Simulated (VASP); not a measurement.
# ZrC (Fm-3m) in VASP: notebook

Runs on ZrC. Level: r2SCAN. Tasks: single point, relaxation of cell and atoms.

Program: VASP 6.6.1. These are calculated values, not measurements. Logs are shortened: lines on timing, memory, paths and dates and some standing lists are left out, and cuts for length are marked.

## Step 1: The cell of the first run

It takes space group Fm-3m (No. 225, cubic). Conventional cell: a = 4.712 Å, b = 4.712 Å, c = 4.712 Å, α = 90.00°, β = 90.00°, γ = 90.00°. Zr (site symmetry m-3m) has 6 C at 2.36 Å within 3.1 Å. Within 3.1 Å of C (site symmetry m-3m) lie 6 Zr at 2.36 Å.

## Step 2: Single point, r2SCAN

File POSCAR:

```
ZrC
1.0
    0.0000000000      2.3558747649      2.3558747649
    2.3558747649      0.0000000000      2.3558747649
    2.3558747649      2.3558747649      0.0000000000
Zr C
1 1
Direct
    0.5000000000      0.5000000000      0.5000000000
    0.0000000000      0.0000000000      0.0000000000
```

File INCAR.step1:

```
PREC     = Accurate       # precision mode
ENCUT    = 520            # plane-wave cutoff, eV
ISMEAR   = 0              # smearing method
SIGMA    = 0.1            # smearing width, eV
LREAL    = False          # projectors in reciprocal space
LASPH    = True           # aspherical terms in the spheres
NELM     = 100            # most SCF steps
NBANDS   = 15             # bands
GGA      = PE             # functional
ALGO     = Normal         # electronic algorithm
EDIFF    = 1E-4           # SCF threshold, eV
LWAVE    = True           # write WAVECAR
LCHARG   = False          # write CHGCAR
```

File INCAR.step2:

```
PREC     = Accurate       # precision mode
ENCUT    = 520            # plane-wave cutoff, eV
EDIFF    = 1E-6           # SCF threshold, eV
ISMEAR   = 0              # smearing method
SIGMA    = 0.1            # smearing width, eV
LREAL    = False          # projectors in reciprocal space
LASPH    = True           # aspherical terms in the spheres
NELM     = 100            # most SCF steps
ALGO     = Normal         # electronic algorithm
ISIF     = 2              # what is computed and relaxed
LWAVE    = False          # write WAVECAR
LCHARG   = False          # write CHGCAR
METAGGA  = R2SCAN         # meta-GGA
LMIXTAU  = True         
NBANDS   = 15             # bands
ISTART   = 1
```

File KPOINTS:

```
Automatic mesh
0
Gamma
  16 16 16
```

Potentials or basis: VASP PAW PBE potentials, release 64 (Zr_sv, C).

Started as:

```
$ cat potpaw_PBE.64/Zr_sv/POTCAR potpaw_PBE.64/C/POTCAR > POTCAR
$ cp INCAR.step1 INCAR
$ mpirun -np 1 vasp_std > vasp.out
$ cp INCAR.step2 INCAR
$ mpirun -np 1 vasp_std > vasp.out
```

OUTCAR:

```text
PREC = Accurate
   ENCUT = 520
   EDIFF = 1E-6
   ISMEAR = 0
   LREAL = False
   LASPH = True
   NELM = 100
   ISIF = 2
   METAGGA = R2SCAN
   ISTART = 1

 ion  position               nearest neighbor table
   1  0.500  0.500  0.500-   2 2.36   2 2.36   2 2.36   2 2.36   2 2.36   2 2.36
   2  0.000  0.000  0.000-   1 2.36   1 2.36   1 2.36   1 2.36   1 2.36   1 2.36

  LATTYP: Found a face centered cubic cell.
 ALAT       =     4.7117495298

  Lattice vectors:

 A1 = (   0.0000000000,   2.3558747649,   2.3558747649)
 A2 = (   2.3558747649,   0.0000000000,   2.3558747649)
 A3 = (   2.3558747649,   2.3558747649,   0.0000000000)

Analysis of symmetry for initial positions (statically):
[... 5 lines left out ...]
 face centered cubic supercell.

 Subroutine GETGRP returns: Found 48 space group operations
 (whereof 48 operations were pure point group operations)
 out of a pool of 48 trial point group operations.

The static configuration has the point symmetry O_h .

Analysis of symmetry for dynamics (positions and initial velocities):
[... 5 lines left out ...]
 face centered cubic supercell.

 Subroutine GETGRP returns: Found 48 space group operations
 (whereof 48 operations were pure point group operations)
 out of a pool of 48 trial point group operations.

The dynamic configuration has the point symmetry O_h .

 Subroutine INISYM returns: Found 48 space group operations
 (whereof 48 operations are pure point group operations),
 and found     1 'primitive' translations

----------------------------------------------------------------------------------------

                                     Primitive cell

  volume of cell :      26.1509

  direct lattice vectors                    reciprocal lattice vectors
     0.000000000  2.355874765  2.355874765    -0.212235390  0.212235390  0.212235390
     2.355874765  0.000000000  2.355874765     0.212235390 -0.212235390  0.212235390
     2.355874765  2.355874765  0.000000000     0.212235390  0.212235390 -0.212235390

  length of vectors
     3.331710044  3.331710044  3.331710044     0.367602479  0.367602479  0.367602479

  position of ions in fractional coordinates (direct lattice)
     0.500000000  0.500000000  0.500000000
     0.000000000  0.000000000  0.000000000

  ion indices of the primitive-cell ions
   primitive index   ion index
                 1           1
                 2           2

----------------------------------------------------------------------------------------

 KPOINTS: Automatic mesh

Automatic generation of k-mesh.
 Grid dimensions read from file:
 generate k-points for:   16   16   16

 Generating k-lattice:

  Cartesian coordinates                     Fractional coordinates (reciprocal lattice)
    -0.013264712  0.013264712  0.013264712     0.062500000  0.000000000  0.000000000
     0.013264712 -0.013264712  0.013264712     0.000000000  0.062500000  0.000000000
     0.013264712  0.013264712 -0.013264712     0.000000000  0.000000000  0.062500000

  Length of vectors
     0.022975155  0.022975155  0.022975155

  Shift w.r.t. Gamma in fractional coordinates (k-lattice)
     0.000000000  0.000000000  0.000000000

 Subroutine IBZKPT returns following result:
 ===========================================

 Found    145 irreducible k-points:

 Following reciprocal coordinates:
            Coordinates               Weight
  0.000000  0.000000  0.000000      1.000000
  0.062500  0.000000  0.000000      8.000000
  0.125000  0.000000  0.000000      8.000000
  0.187500  0.000000  0.000000      8.000000
  0.250000  0.000000  0.000000      8.000000
  0.312500  0.000000  0.000000      8.000000
[... 16 lines left out ...]
 -0.125000  0.062500  0.000000     24.000000
 -0.062500  0.062500  0.000000     12.000000
 [... further k-points ...]
   k-points           NKPTS =    145   k-points in BZ     NKDIM =    145   number of bands    NBANDS=     15
   number of dos      NEDOS =    301   number of ions     NIONS =      2
   total plane-waves  NPLWV =  21952
   dimension x,y,z NGX =    28 NGY =   28 NGZ =   28
   dimension x,y,z NGXF=    56 NGYF=   56 NGZF=   56
   ions per type =               1   1
   NGX,Y,Z   is equivalent  to a cutoff of  13.97, 13.97, 13.97 a.u.
   NGXF,Y,Z  is equivalent  to a cutoff of  27.94, 27.94, 27.94 a.u.
 SYSTEM =  unknown system
   PREC   = accura    normal or accurate (medium, high low for compatibility)
   ISTART =      1    job   : 0-new  1-cont  2-samecut
   ICHARG =      0    charge: 1-file 2-atom 10-const
   ISPIN  =      1    spin polarized calculation?
   LNONCOLLINEAR =      F non collinear calculations
   LSORBIT =      F    spin-orbit coupling
   LASPH  =      T    aspherical Exc in radial PAW
   ENCUT  =  520.0 eV  38.22 Ry    6.18 a.u.   6.19  6.19  6.19*2*pi/ulx,y,z
   NELM   =    100;   NELMIN=  2; NELMDL=  0     # of ELM steps
   EDIFF  = 0.1E-05   stopping-criterion for ELM
   LREAL  =      F    real-space projection
   EDIFFG = 0.1E-04   stopping-criterion for IOM
   NSW    =      0    number of steps for IOM
   IBRION =     -1    ionic relax: 0-MD 1-quasi-New 2-CG
   NFREE  =      0    steps in history (QN), initial steepest desc. (CG)
   ISIF   =      2    stress and relaxation
   ISYM   =      2    0-nonsym 1-usesym 2-fastsym
   POTIM  = 0.5000    time-step for ionic-motion
   TEBEG  =    0.0;   TEEND  =   0.0 temperature during run
   PSTRESS=    0.0 pullay stress
   NELECT =      16.0000    total number of electrons
   NUPDOWN=      -1.0000    fix difference up-down
   EMIN   =  10.00;   EMAX   =-10.00  energy-range for DOS
   EFERMI =   0.00;   METHOD = LEGACY
   ISMEAR =     0;   SIGMA  =   0.10  broadening in eV -4-tet -1-fermi 0-gaus
   EFERMI_NEDOS =   21; number of points for ismear=-14 and -15
   IALGO  =     38    algorithm
   IMIX   =      4    mixing-type and parameters
     AMIX     =   0.40;   BMIX     =  1.00
     AMIX_MAG =   1.60;   BMIX_MAG =  1.00
  volume/ion in A,a.u.               =      13.08        88.24
  Fermi-wavevector in a.u.,A,eV,Ry     =   1.389801  2.626343 26.280291  1.931547
  Thomas-Fermi vector in A             =   2.513797
   LORBIT       =      0    0 simple, 1 ext, 2 COOP (PROOUT), +10 PAW based schemes
   METAGGA = R2SCAN    functional components
   LHFCALC =     F    Hartree Fock is set to
   AEXX    =    0.0000 exact exchange contribution
   IVDW    =     0    specifies the selected vdW correction
   LEPSILON=     F    determine dielectric tensor
   LRPA    =     F    only Hartree local field effects (RPA)
 non-spin polarized calculation
 Gauss-broadening in eV      SIGMA  =   0.10
  energy-cutoff  :      520.00
  volume of cell :       26.15
 maximum number of plane-waves:       725
 NGX is ok and might be reduce to    28
   NGX = 13   NGY = 13   NGZ = 13

 number of electron      16.0000000 magnetization

 Free energy of the ion-electron system (eV)
  ---------------------------------------------------
  ext. energy  EPLUGINS =         0.00000000
  ---------------------------------------------------
  free energy    TOTEN  =       -34.72488521 eV

  energy without entropy =      -34.72313513  energy(sigma->0) =      -34.72401017

 E-fermi :   9.5699     XC(G=0): -12.9033

 val. band max:        9.5628763777   @ k =   0.5000   0.5000   0.0000
 cond. band min:       9.5812165139   @ k =  -0.0625   0.0625   0.0000
 fundamental gap:      0.0183401362
 Fermi energy:         9.5698905971

 k-point     1 :       0.0000    0.0000    0.0000
  band No.  band energies     occupation
      1     -40.2881      2.00000
      2     -17.2946      2.00000
      3     -17.2946      2.00000
      4     -17.2946      2.00000
      5      -2.4469      2.00000
      6      10.4871      0.00000
      7      10.4871      0.00000
      8      10.4871      0.00000
      9      10.8768      0.00000
     10      10.8768      0.00000
     11      10.8768      0.00000
     12      12.5087      0.00000
     13      12.5087      0.00000
     14      17.4278      0.00000
     15      20.6829      0.00000

 k-point     2 :       0.0625    0.0000    0.0000
  band No.  band energies     occupation
      1     -40.2842      2.00000
      2     -17.3302      2.00000
      3     -17.2976      2.00000
      4     -17.2976      2.00000
      5      -2.3563      2.00000
      6       9.7943      0.00151
      7       9.9558      0.00000
      8       9.9558      0.00000
      9      11.0706      0.00000
     10      11.0706      0.00000
     11      11.3602      0.00000
     12      13.0372      0.00000
     13      13.0372      0.00000
     14      17.6322      0.00000
     15      20.9302      0.00000

 k-point     3 :       0.1250    0.0000    0.0000
  band No.  band energies     occupation
      1     -40.2731      2.00000
      2     -17.4300      2.00000
      3     -17.3058      2.00000
      4     -17.3058      2.00000
      5      -2.0938      2.00000
      6       8.8040      2.00000
      7       9.1410      2.00000
      8       9.1410      2.00000
      9      11.3717      0.00000
     10      11.3717      0.00000
     11      11.8109      0.00000
     12      14.1142      0.00000
     13      14.1142      0.00000
     14      18.1639      0.00000
     15      21.6070      0.00000
[... 343 lines left out ...]
 k-point    23 :      -0.1250    0.0625    0.0000
  band No.  band energies     occupation
      1     -40.2650      2.00000
      2     -17.4876      2.00000
      3     -17.3375      2.00000
      4     -17.3005      2.00000
      5      -1.9042      2.00000
      6       8.2285      2.00000
      7       8.5818      2.00000
      8       8.9719      2.00000
      9      11.2803      0.00000
     10      11.8950      0.00000
     11      12.1888      0.00000
     12      13.9422      0.00000
     13      15.2381      0.00000
     14      18.5592      0.00000
     15      22.0750      0.00000

 k-point    24 :      -0.0625    0.0625    0.0000
  band No.  band energies     occupation
      1     -40.2779      2.00000
      2     -17.3790      2.00000
      3     -17.3167      2.00000
      4     -17.2958      2.00000
      5      -2.2101      2.00000
      6       9.1528      2.00000
      7       9.3368      1.99902
      8       9.5812      0.87275
      9      11.0235      0.00000
     10      11.6244      0.00000
     11      11.6618      0.00000
     12      13.1580      0.00000
     13      14.0411      0.00000
     14      17.9605      0.00000
     15      21.3206      0.00000

 [... further k-points ...]
[... 5 lines left out ...]
  --------------------------------------------------------------------------------------
  -------------------------------------------------------------------------------------
  Total        0.0291458      0.0291458      0.0291458      0.0000000      0.0000000     -0.0000000
  in kB        1.7856651      1.7856651      1.7856651      0.0000000      0.0000000     -0.0000000
  external PRESSURE =       1.7856651 kB  Pullay stress =       0.0000000 kB

 VOLUME and BASIS-vectors are now :
 -----------------------------------------------------------------------------
  energy-cutoff  :      520.00
  volume of cell :       26.15
      direct lattice vectors                 reciprocal lattice vectors
     0.000000000  2.355874765  2.355874765    -0.212235390  0.212235390  0.212235390
     2.355874765  0.000000000  2.355874765     0.212235390 -0.212235390  0.212235390
     2.355874765  2.355874765  0.000000000     0.212235390  0.212235390 -0.212235390

 POSITION                                       TOTAL-FORCE (eV/Angst)
 -----------------------------------------------------------------------------------
      2.35587      2.35587      2.35587         0.000000      0.000000     -0.000000
      0.00000      0.00000      0.00000        -0.000000     -0.000000      0.000000
 -----------------------------------------------------------------------------------
    total drift:                                0.000000      0.000000      0.000000

  FREE ENERGIE OF THE ION-ELECTRON SYSTEM (eV)
  ---------------------------------------------------
  free  energy   TOTEN  =       -34.7248852057 eV

  energy  without entropy=      -34.7231351257  energy(sigma->0) =      -34.72401017
```

It took 3 min on 1 thread of AMD EPYC 9R45 (Zen 5), shared host; peak memory 0.18 GiB.

What came out:

* Free energy: -34.7249 eV
* Pressure: 0.2 GPa
* Band gap on the k mesh: zero (band 8 reaches 10.49 eV, above the bottom of band 9 at 9.16 eV)

Caveat: the PAW data sets were made with another functional, which shifts forces and pressure a little.

## Step 3: Relaxation of cell and atoms, r2SCAN

This run uses another cell than the first one, of 13.23 Å³/atom, 1.012 times its volume.

File POSCAR:

```
ZrC
1.0
    0.0000000000      2.3650000000      2.3650000000
    2.3650000000      0.0000000000      2.3650000000
    2.3650000000      2.3650000000      0.0000000000
Zr C
1 1
Direct
    0.5000000000      0.5000000000      0.5000000000
    0.0000000000      0.0000000000      0.0000000000
```

File INCAR.step1:

```
  PREC = Accurate
  ENCUT = 600
  ISMEAR = 0
  SIGMA = 0.1
  LREAL = F
  LASPH = T
  NELM = 100
  GGA = PE
  ALGO = Normal
  EDIFF = 1E-4
  LWAVE = T
  LCHARG = F
```

File INCAR.step2:

```
  PREC = Accurate
  ENCUT = 600
  EDIFF = 1E-7
  ISMEAR = 0
  SIGMA = 0.1
  LREAL = F
  LASPH = T
  NELM = 100
  ALGO = Normal
  ISIF = 3
  LWAVE = F
  LCHARG = F
  METAGGA = R2SCAN
  LMIXTAU = T
  IBRION = 2
  NSW = 100
  EDIFFG = -0.005
  ISTART = 1
```

File KPOINTS:

```
regular mesh
0
Gamma
  16 16 16
```

Potentials or basis: VASP PAW PBE potentials, release 64 (Zr_sv, C).

Started as:

```
$ cat potpaw_PBE.64/Zr_sv/POTCAR potpaw_PBE.64/C/POTCAR > POTCAR
$ cp INCAR.step1 INCAR
$ mpirun -np 1 vasp_std > vasp.out
$ cp INCAR.step2 INCAR
$ mpirun -np 1 vasp_std > vasp.out
```

Run time: 7.7 min. Hardware: 1 thread of AMD EPYC 9R45 (Zen 5), shared host; peak memory 0.19 GiB.

It converged, with:

```yaml
Free_energy: -34.7248 eV
Relaxed_volume: 13.08 Å³/atom
Relaxed_cell: a = 3.332 Å, b = 3.332 Å, c = 3.332 Å, α = 60.00°, β = 60.00°, γ = 60.00°
Space_group_after_relaxing_to_0.05_Å: Fm-3m (No. 225)
Energy_gained_by_relaxing: 1.2 meV/atom
Ionic_steps: 3
Pressure_after_relaxing: 0.0 GPa
Band_gap_on_the_k_mesh: zero (band 8 reaches 10.48 eV, above the bottom of band 9 at 9.16 eV)
```

The path:
| step | energy change (eV) | largest force (eV/Å) | pressure (GPa) | volume (Å³) |
| --- | --- | --- | --- | --- |
| 1 | 0.0000 | 0.0000 | -2.53 | 26.46 |
| 2 | 0.0046 | 0.0000 | 4.56 | 25.66 |
| 3 | -0.0024 | 0.0000 | -0.01 | 26.16 |

Final structure:
```
Zr C
1.0
     0.00000    2.35616    2.35616
     2.35616    0.00000    2.35616
     2.35616    2.35616    0.00000
Zr C
1 1
Direct
  0.50000 0.50000 0.50000
  0.00000 0.00000 0.00000
```

Levels at points of the mesh, in eV from the Fermi level:
```tsv
k point	band 4	band 5	band 6	band 7	band 8	band 9	band 10	band 11	band 12
(0.00, 0.00, 0.00)	-26.87	-12.02	0.92	0.92	0.92	1.31	1.31	1.31	2.94
(0.50, 0.00, 0.00)	-26.94	-8.95	-5.45	-3.09	-3.09	4.77	4.77	5.66	6.94
(0.50, 0.50, 0.00)	-27.15	-10.88	-2.22	-1.61	-0.01	-0.01	4.58	5.92	5.92
```

Caveat: the PAW data sets were made with another functional, which shifts forces and pressure a little.
